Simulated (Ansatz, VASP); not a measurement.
**Pb: VASP beside Ansatz**

```
CELL_PARAMETERS angstrom
3.48000 0.00000 0.00000
-1.74000 3.01377 0.00000
0.00000 0.00000 5.59000
ATOMIC_POSITIONS crystal
Pb 0.66667 0.33333 0.75000
Pb 0.33333 0.66667 0.25000
```

Alike in both runs: functional PBEsol; k mesh 9 × 9 × 5; occupations fermi-dirac, width 0.05 eV; non-collinear spin, spin-orbit coupling.

|  | VASP | Ansatz |
| --- | --- | --- |
| version | VASP 6.6.1 | Ansatz 0.2.0 |
| potentials or method | VASP PAW PBE potentials, release 64 (Pb_d) | Ansatz PAW |
| plane-wave cutoff (eV) | 520 | 420 |
| valence electrons in the cell | 28 | 28 |
| task | single point | band structure |

|  | VASP | Ansatz | Ansatz less VASP |
| --- | --- | --- | --- |
| pressure (GPa) | 1.4 | 1.4 | +0.03 |
| traceless stress, the component that is largest in VASP (GPa) | 1.19 | 0.99 | -0.204 |

VASP's potentials were made for PBE, not for PBEsol.
